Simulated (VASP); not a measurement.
# ZnSe (F-43m) in VASP: a series of runs

ZnSe is run at these levels: PBE; tasks: vibrations by perturbation theory.

Program: VASP 6.6.1. These are calculated values, not measurements. Logs are shortened: lines on timing, memory, paths and dates and some standing lists are left out, and cuts for length are marked.

### Step 1. The cell of the first run

Symmetry: F-43m, No. 216, cubic system. Conventional cell: a = 5.771 Å, b = 5.771 Å, c = 5.771 Å, α = 90.00°, β = 90.00°, γ = 90.00°. Zn (site symmetry -43m) has 4 Se at 2.50 Å within 3.3 Å. Se (site symmetry -43m) has 4 Zn at 2.50 Å within 3.3 Å.

### Step 2. Vibrations by perturbation theory, PBE (24.02 Å³/atom)

Contents of INCAR:

```
PREC = Accurate
ENCUT = 520
EDIFF = 1E-8
ISMEAR = 0
SIGMA = 0.01
LREAL = False
LASPH = True
NELM = 100
ALGO = Normal
ISIF = 2
LWAVE = False
LCHARG = False
GGA = PE
IBRION = 8
NSW = 1
LEPSILON = True
```

Contents of KPOINTS:

```
regular mesh
0
Gamma
  8 8 8
```

Contents of POSCAR:

```
ZnSe
1.0
    0.0000000000      2.8852870641      2.8852870641
    2.8852870641      0.0000000000      2.8852870641
    2.8852870641      2.8852870641      0.0000000000
Zn Se
1 1
Direct
    0.0000000000      0.0000000000      0.0000000000
    0.7500000000      0.7500000000      0.7500000000
```

Potentials or basis: VASP PAW PBE potentials, release 64 (Zn, Se).

Run with:

```sh
$ cat potpaw_PBE.64/Zn/POTCAR potpaw_PBE.64/Se/POTCAR > POTCAR
$ mpirun -np 1 vasp_std > vasp.out
```

OUTCAR:

```text
PREC = Accurate
   ENCUT = 520
   EDIFF = 1E-8
   ISMEAR = 0
   LREAL = False
   LASPH = True
   NELM = 100
   ISIF = 2
   GGA = PE
   IBRION = 8
   NSW = 1
   LEPSILON = True

 ion  position               nearest neighbor table
   1  0.000  0.000  0.000-   2 2.50   2 2.50   2 2.50   2 2.50
   2  0.750  0.750  0.750-   1 2.50   1 2.50   1 2.50   1 2.50

  LATTYP: Found a face centered cubic cell.
 ALAT       =     5.7705741282

  Lattice vectors:

 A1 = (   0.0000000000,   2.8852870641,   2.8852870641)
 A2 = (   2.8852870641,   0.0000000000,   2.8852870641)
 A3 = (   2.8852870641,   2.8852870641,   0.0000000000)

Analysis of symmetry for initial positions (statically):
=====================================================================
 Subroutine PRICEL returns:
 Original cell was already a primitive cell.

 Routine SETGRP: Setting up the symmetry group for a
 face centered cubic supercell.

 Subroutine GETGRP returns: Found 24 space group operations
 (whereof 24 operations were pure point group operations)
 out of a pool of 48 trial point group operations.

The static configuration has the point symmetry T_d .

Analysis of symmetry for dynamics (positions and initial velocities):
=====================================================================
 Subroutine PRICEL returns:
 Original cell was already a primitive cell.

 Routine SETGRP: Setting up the symmetry group for a
 face centered cubic supercell.

 Subroutine GETGRP returns: Found 24 space group operations
 (whereof 24 operations were pure point group operations)
 out of a pool of 48 trial point group operations.

The dynamic configuration has the point symmetry T_d .

 Subroutine INISYM returns: Found 24 space group operations
 (whereof 24 operations are pure point group operations),
 and found     1 'primitive' translations

----------------------------------------------------------------------------------------

                                     Primitive cell

[... 615 lines left out ...]
 ------------------------------------------------------
           8.263664    -0.000000     0.000000
           0.000000     8.263664     0.000000
           0.000000     0.000000     8.263664
 ------------------------------------------------------

 PIEZOELECTRIC TENSOR (including local field effects)  for field in x, y, z        (e  Angst)
          XX          YY          ZZ          XY          YZ          ZX
  --------------------------------------------------------------------------------
  x    -0.00000    -0.00000    -0.00000     0.00000     2.23817     0.00000
  y     0.00000     0.00000     0.00000     0.00000     0.00000     2.23817
  z     0.00000     0.00000     0.00000     2.23817     0.00000     0.00000

 PIEZOELECTRIC TENSOR (including local field effects)  for field in x, y, z        (C/m^2)
          XX          YY          ZZ          XY          YZ          ZX
  --------------------------------------------------------------------------------
  x    -0.00000    -0.00000    -0.00000     0.00000     0.74646     0.00000
  y     0.00000     0.00000     0.00000     0.00000     0.00000     0.74646
  z     0.00000     0.00000     0.00000     0.74646     0.00000     0.00000

 BORN EFFECTIVE CHARGES (including local field effects) (in |e|, cummulative output)
 ---------------------------------------------------------------------------------
 ion    1
    1     2.17692    -0.00000    -0.00000
    2    -0.00000     2.17692    -0.00000
    3     0.00000     0.00000     2.17692
 ion    2
    1    -2.17692     0.00000     0.00000
    2     0.00000    -2.17692     0.00000
    3     0.00000    -0.00000    -2.17692

 INTERNAL STRAIN TENSOR FOR ION    2 for displacements in x,y,z  (eV/Angst):
          X           Y           Z          XY          YZ          ZX
  --------------------------------------------------------------------------------
  x     0.00000    -0.00000    -0.00000     0.00000     3.88905     0.00000
  y    -0.00000     0.00000    -0.00000     0.00000     0.00000     3.88905
  z    -0.00000    -0.00000     0.00000     3.88905     0.00000     0.00000

 SECOND DERIVATIVES (NOT SYMMETRIZED)
 ------------------------------------
               1X          1Y          1Z          2X          2Y          2Z
  1X    -4.749723    0.000000    0.000000    4.749723    0.000000    0.000000
  1Y     0.000000   -4.749723    0.000000    0.000000    4.749723    0.000000
  1Z     0.000000    0.000000   -4.749723    0.000000    0.000000    4.749723
  2X     4.720572    0.000000    0.000000   -4.720572    0.000000    0.000000
  2Y     0.000000    4.720572    0.000000    0.000000   -4.720572    0.000000
  2Z     0.000000    0.000000    4.720572    0.000000    0.000000   -4.720572

 Eigenvectors and eigenvalues of the dynamical matrix
 ----------------------------------------------------

   1 f  =    5.688922 THz    35.744550 2PiTHz  189.762004 cm-1    23.527479 meV
             X         Y         Z           dx          dy          dz
      0.000000  0.000000  0.000000     0.740627   -0.000000    0.000000
      4.327931  4.327931  4.327931    -0.671916    0.000000    0.000000
[... 21 lines left out ...]
   6 f/i=    0.008714 THz     0.054754 2PiTHz    0.290678 cm-1     0.036039 meV
             X         Y         Z           dx          dy          dz
      0.000000  0.000000  0.000000     0.522447   -0.422517    0.000000
      4.327931  4.327931  4.327931     0.575873   -0.465724    0.000000

--------------------------------------------------------------------------------------------------------

 MACROSCOPIC STATIC DIELECTRIC TENSOR IONIC CONTRIBUTION
 ------------------------------------------------------
           3.769788     0.000000    -0.000000
           0.000000     3.769788     0.000000
          -0.000000     0.000000     3.769788
 ------------------------------------------------------

 ELASTIC MODULI CONTR FROM IONIC RELAXATION (kBar)
 Direction    XX          YY          ZZ          XY          YZ          ZX
 --------------------------------------------------------------------------------
 XX          -0.0000      0.0000      0.0000      0.0000     -0.0000      0.0000
 YY           0.0000     -0.0000     -0.0000      0.0000      0.0000     -0.0000
 ZZ           0.0000     -0.0000     -0.0000      0.0000      0.0000      0.0000
 XY           0.0000      0.0000      0.0000   -107.0452      0.0000     -0.0000
 YZ          -0.0000      0.0000      0.0000      0.0000   -107.0452     -0.0000
 ZX           0.0000     -0.0000      0.0000     -0.0000     -0.0000   -107.0452
 --------------------------------------------------------------------------------

 PIEZOELECTRIC TENSOR IONIC CONTR  for field in x, y, z        (C/m^2)
          XX          YY          ZZ          XY          YZ          ZX
  --------------------------------------------------------------------------------
  x    -0.00000     0.00000     0.00000     0.00000    -0.59774    -0.00000
  y     0.00000    -0.00000     0.00000    -0.00000    -0.00000    -0.59774
  z     0.00000     0.00000     0.00000    -0.59774     0.00000    -0.00000
```

Run time: 3.7 min. Hardware: 1 thread of Intel Xeon 6975P-C (Granite Rapids), shared host; peak memory 0.3 GiB.

Results:

```
Electronic dielectric tensor (diagonal)                 : 8.26
Born charges (mean of the diagonal)                     : Zn +2.18; Se -2.18 e
Highest phonon frequency at Γ, LO-TO splitting left out : 190 cm⁻¹
```

Phonon frequencies in cm⁻¹ (negative: imaginary):
```
              q point        frequencies
(0.000, 0.000, 0.000)  0 0 0 190 190 190
```

Electronic dielectric tensor:
```
8.26 0.00 0.00
0.00 8.26 0.00
0.00 0.00 8.26
```

Born effective charge tensors (e):
atom 1, Zn
```
2.18 0.00 0.00
0.00 2.18 0.00
0.00 0.00 2.18
```
atom 2, Se
```
-2.18  0.00  0.00
 0.00 -2.18  0.00
 0.00  0.00 -2.18
```

### Step 3. Vibrations by perturbation theory, PBE

This run uses another cell than the first one, of 17.31 Å³/atom.

Contents of INCAR:

```
ALGO     = Normal         # electronic algorithm
EDIFF    = 1E-8           # SCF threshold, eV
ENCUT    = 520            # plane-wave cutoff, eV
GGA      = PE             # functional
IBRION   = 8              # ionic algorithm
ISIF     = 2              # what is computed and relaxed
ISMEAR   = 0              # smearing method
LASPH    = T              # aspherical terms in the spheres
LCHARG   = T              # write CHGCAR
LEPSILON = T              # dielectric tensor by DFPT
LREAL    = F              # projectors in reciprocal space
LWAVE    = F              # write WAVECAR
NELM     = 100            # most SCF steps
NSW      = 1              # ionic steps
PREC     = Accurate       # precision mode
SIGMA    = 0.01           # smearing width, eV
```

Contents of KPOINTS:

```
k-points
0
Gamma
  10 10 10
```

Contents of POSCAR:

```
ZnSe
1.0
    0.0000000000      2.5870439553      2.5870439553
    2.5870439553      0.0000000000      2.5870439553
    2.5870439553      2.5870439553      0.0000000000
Zn Se
1 1
Direct
    0.0000000000      0.0000000000      0.0000000000
    0.7500000000      0.7500000000      0.7500000000
```

Potentials or basis: VASP PAW PBE potentials, release 64 (Zn, Se).

Run with:

```sh
$ cat potpaw_PBE.64/Zn/POTCAR potpaw_PBE.64/Se/POTCAR > POTCAR
$ mpirun -np 1 vasp_std > vasp.out
```

OUTCAR:

```text
EDIFF = 1E-8
   ENCUT = 520
   GGA = PE
   IBRION = 8
   ISIF = 2
   ISMEAR = 0
   LASPH = T
   LEPSILON = T
   LREAL = F
   NELM = 100
   NSW = 1
   PREC = Accurate

 ion  position               nearest neighbor table
   1  0.000  0.000  0.000-   2 2.24   2 2.24   2 2.24   2 2.24
   2  0.750  0.750  0.750-   1 2.24   1 2.24   1 2.24   1 2.24

  LATTYP: Found a face centered cubic cell.
 ALAT       =     5.1740879106

  Lattice vectors:

 A1 = (   0.0000000000,   2.5870439553,   2.5870439553)
 A2 = (   2.5870439553,   0.0000000000,   2.5870439553)
 A3 = (   2.5870439553,   2.5870439553,   0.0000000000)

Analysis of symmetry for initial positions (statically):
=====================================================================
 Subroutine PRICEL returns:
 Original cell was already a primitive cell.

 Routine SETGRP: Setting up the symmetry group for a
[... 682 lines left out ...]

 SECOND DERIVATIVES (NOT SYMMETRIZED)
 ------------------------------------
               1X          1Y          1Z          2X          2Y          2Z
  1X   -13.305763    0.000000    0.000000   13.305763    0.000000    0.000000
  1Y     0.000000  -13.305763    0.000000    0.000000   13.305763    0.000000
  1Z     0.000000    0.000000  -13.305763    0.000000    0.000000   13.305763
  2X    13.334185    0.000000    0.000000  -13.334185    0.000000    0.000000
  2Y     0.000000   13.334185    0.000000    0.000000  -13.334185    0.000000
  2Z     0.000000    0.000000   13.334185    0.000000    0.000000  -13.334185

 Eigenvectors and eigenvalues of the dynamical matrix
 ----------------------------------------------------

   1 f  =    9.539593 THz    59.939031 2PiTHz  318.206574 cm-1    39.452569 meV
             X         Y         Z           dx          dy          dz
      0.000000  0.000000  0.000000     0.739239    0.000000    0.000000
      3.880566  3.880566  3.880566    -0.673443    0.000000    0.000000
[... 21 lines left out ...]
   6 f/i=    0.005067 THz     0.031835 2PiTHz    0.169009 cm-1     0.020954 meV
             X         Y         Z           dx          dy          dz
      0.000000  0.000000  0.000000     0.176533   -0.637818    0.124697
      3.880566  3.880566  3.880566     0.193780   -0.700134    0.136880

--------------------------------------------------------------------------------------------------------

 MACROSCOPIC STATIC DIELECTRIC TENSOR IONIC CONTRIBUTION
 ------------------------------------------------------
           1.036335     0.000000    -0.000000
           0.000000     1.036335     0.000000
          -0.000000     0.000000     1.036335
 ------------------------------------------------------

 ELASTIC MODULI CONTR FROM IONIC RELAXATION (kBar)
 Direction    XX          YY          ZZ          XY          YZ          ZX
 --------------------------------------------------------------------------------
 XX          -0.0000      0.0000      0.0000     -0.0000      0.0000      0.0000
 YY           0.0000     -0.0000     -0.0000     -0.0000     -0.0000      0.0000
 ZZ           0.0000     -0.0000     -0.0000      0.0000     -0.0000      0.0000
 XY          -0.0000     -0.0000      0.0000  -1274.7237      0.0000      0.0000
 YZ           0.0000     -0.0000     -0.0000      0.0000  -1274.7237      0.0000
 ZX           0.0000      0.0000      0.0000      0.0000      0.0000  -1274.7237
 --------------------------------------------------------------------------------

 PIEZOELECTRIC TENSOR IONIC CONTR  for field in x, y, z        (C/m^2)
          XX          YY          ZZ          XY          YZ          ZX
  --------------------------------------------------------------------------------
  x     0.00000    -0.00000    -0.00000    -0.00000    -1.08151     0.00000
  y     0.00000     0.00000     0.00000    -0.00000    -0.00000    -1.08151
  z    -0.00000    -0.00000     0.00000    -1.08151     0.00000    -0.00000
```

stdout:

```text
POSCAR found type information on POSCAR ZnSe
 POSCAR found :  2 types and       2 ions
 scaLAPACK will be used
 LDA part: xc-table for (Slater+PW92), standard interpolation
 POSCAR, INCAR and KPOINTS ok, starting setup
 FFT: planning ... GRIDC
 FFT: planning ... GRID_SOFT
 FFT: planning ... GRID
 WAVECAR not read
 entering main loop
[... 24 lines left out ...]
 dielectric tensor                  component  3 :     1.107     1.296     7.089
 Linear response DOF=           2
 Linear response progress:
 first order change of Fermi-energy  -0.37649E-01
 force on displaced ion       1 direction 1 : -13.306   0.000   0.000
 Born effective charge ion    1 direction 1 :   1.620   0.000   0.000
 Linear response progress:
 first order change of Fermi-energy   0.37895E-01
 force on displaced ion       2 direction 1 : -13.334   0.000   0.000
 Born effective charge ion    2 direction 1 :  -1.630   0.000   0.000
 Born effective charges drift removed
 Linear response finished
```

Wall time 4.5 min (1 thread of Intel Xeon 6975P-C (Granite Rapids), shared host); peak memory 0.35 GiB.

Results:

```yaml
Electronic_dielectric_tensor_diagonal: 7.09
Born_charges_mean_of_the_diagonal: Zn +1.63; Se -1.63 e
Highest_phonon_frequency_at_Γ_LO-TO_splitting_left_out: 318 cm⁻¹
```

Phonon frequencies in cm⁻¹ (negative: imaginary):
| q point | frequencies |
| --- | --- |
| (0.000, 0.000, 0.000) | 0 0 0 318 318 318 |

Electronic dielectric tensor:
```
7.09 0.00 0.00
0.00 7.09 0.00
0.00 0.00 7.09
```

Born effective charge tensors (e):
atom 1, Zn
```
1.63 0.00 0.00
0.00 1.63 0.00
0.00 0.00 1.63
```
atom 2, Se
```
-1.63  0.00  0.00
 0.00 -1.63  0.00
 0.00  0.00 -1.63
```

Caveat: the cell stands under pressure or tension, which shifts response properties.

### Step 4. Vibrations by perturbation theory, PBE

This run uses another cell than the first one, of 19.26 Å³/atom.

Contents of INCAR:

```
SYSTEM = ZnSe
  PREC = Accurate
  ENCUT = 520
  EDIFF = 1E-8
  ISMEAR = 0
  SIGMA = 0.01
  LREAL = .FALSE.
  LASPH = .TRUE.
  NELM = 80
  ALGO = Normal
  ISIF = 2
  LWAVE = .FALSE.
  LCHARG = .TRUE.
  GGA = PE
  NBANDS = 16
  IBRION = 8
  NSW = 1
  LEPSILON = .TRUE.
```

Contents of KPOINTS:

```
regular mesh
0
G
  10 10 10
  0 0 0
```

Contents of POSCAR:

```
ZnSe
1.0
    0.0000000000      2.6805296698      2.6805296698
    2.6805296698      0.0000000000      2.6805296698
    2.6805296698      2.6805296698      0.0000000000
Zn Se
1 1
Direct
    0.0000000000      0.0000000000      0.0000000000
    0.7500000000      0.7500000000      0.7500000000
```

Potentials or basis: VASP PAW PBE potentials, release 64 (Zn, Se).

Run with:

```sh
$ cat potpaw_PBE.64/Zn/POTCAR potpaw_PBE.64/Se/POTCAR > POTCAR
$ mpirun -np 1 vasp_std > vasp.out
```

OUTCAR:

```text
SYSTEM = ZnSe
   PREC = Accurate
   ENCUT = 520
   EDIFF = 1E-8
   ISMEAR = 0
   LREAL = .FALSE.
   LASPH = .TRUE.
   NELM = 80
   ISIF = 2
   GGA = PE
   IBRION = 8
   NSW = 1
   LEPSILON = .TRUE.

 ion  position               nearest neighbor table
   1  0.000  0.000  0.000-   2 2.32   2 2.32   2 2.32   2 2.32
   2  0.750  0.750  0.750-   1 2.32   1 2.32   1 2.32   1 2.32

  LATTYP: Found a face centered cubic cell.
[... 785 lines left out ...]
      4.020795  4.020795  4.020795    -0.000000    0.000000    0.672357
[... 21 lines left out ...]
   6 f/i=    0.007647 THz     0.048051 2PiTHz    0.255093 cm-1     0.031627 meV
             X         Y         Z           dx          dy          dz
      0.000000  0.000000  0.000000     0.000000    0.308677    0.597312
      4.020795  4.020795  4.020795    -0.000000    0.339836    0.657608

--------------------------------------------------------------------------------------------------------

 MACROSCOPIC STATIC DIELECTRIC TENSOR IONIC CONTRIBUTION
 ------------------------------------------------------
           1.560180     0.000000    -0.000000
           0.000000     1.560180     0.000000
          -0.000000     0.000000     1.560180
 ------------------------------------------------------

 ELASTIC MODULI CONTR FROM IONIC RELAXATION (kBar)
 Direction    XX          YY          ZZ          XY          YZ          ZX
 --------------------------------------------------------------------------------
 XX          -0.0000      0.0000      0.0000     -0.0000      0.0000      0.0000
 YY           0.0000     -0.0000      0.0000     -0.0000     -0.0000     -0.0000
 ZZ           0.0000      0.0000     -0.0000      0.0000     -0.0000      0.0000
 XY          -0.0000     -0.0000      0.0000   -706.6827      0.0000     -0.0000
 YZ           0.0000     -0.0000     -0.0000      0.0000   -706.6827     -0.0000
 ZX           0.0000     -0.0000      0.0000     -0.0000     -0.0000   -706.6827
 --------------------------------------------------------------------------------

 PIEZOELECTRIC TENSOR IONIC CONTR  for field in x, y, z        (C/m^2)
          XX          YY          ZZ          XY          YZ          ZX
  --------------------------------------------------------------------------------
  x     0.00000    -0.00000    -0.00000     0.00000    -0.98803    -0.00000
  y     0.00000    -0.00000     0.00000    -0.00000    -0.00000    -0.98803
  z    -0.00000    -0.00000     0.00000    -0.98803     0.00000    -0.00000
```

OSZICAR:

```text
N       E                     dE             d eps       ncg     rms          rms(c)
DAV:   1     0.890418244083E+02    0.89042E+02   -0.90307E+03  1504   0.135E+03
DAV:   2    -0.576782206855E+00   -0.89619E+02   -0.83534E+02  1648   0.263E+02
DAV:   3    -0.588123321355E+01   -0.53045E+01   -0.52840E+01  1824   0.620E+01
[... 167 lines left out ...]
RMM:   4    -0.817861393459E-01   -0.54816E-03   -0.53766E-05  9905   0.444E-02    0.928E-03
RMM:   5    -0.818103862667E-01   -0.24247E-04   -0.32724E-06  9886   0.901E-03    0.485E-03
RMM:   6    -0.817990606421E-01    0.11326E-04   -0.94708E-07  9917   0.227E-03    0.218E-03
RMM:   7    -0.817949149148E-01    0.41457E-05    0.29941E-08  9834   0.945E-04    0.236E-04
RMM:   8    -0.817972310139E-01   -0.23161E-05   -0.70881E-08 10206   0.237E-04    0.459E-05
RMM:   9    -0.817972299964E-01    0.10175E-08   -0.17243E-09  9856   0.100E-04    0.109E-05
 Linear response finished
```

It took 5.3 min on 1 thread of Intel Xeon 6975P-C (Granite Rapids), shared host; peak memory 0.39 GiB.

Results:

```yaml
Electronic_dielectric_tensor_diagonal: 7.07
Born_charges_mean_of_the_diagonal: Zn +1.80; Se -1.80 e
Highest_phonon_frequency_at_Γ_LO-TO_splitting_left_out: 272 cm⁻¹
```

Phonon frequencies in cm⁻¹ (negative: imaginary):
| q point | frequencies |
| --- | --- |
| (0.000, 0.000, 0.000) | 0 0 0 272 272 272 |

Electronic dielectric tensor:
```
7.07 0.00 0.00
0.00 7.07 0.00
0.00 0.00 7.07
```

Born effective charge tensors (e):
atom 1, Zn
```
1.80 0.00 0.00
0.00 1.80 0.00
0.00 0.00 1.80
```
atom 2, Se
```
-1.80  0.00  0.00
 0.00 -1.80  0.00
 0.00  0.00 -1.80
```

Caveat: the cell stands under pressure or tension, which shifts response properties.
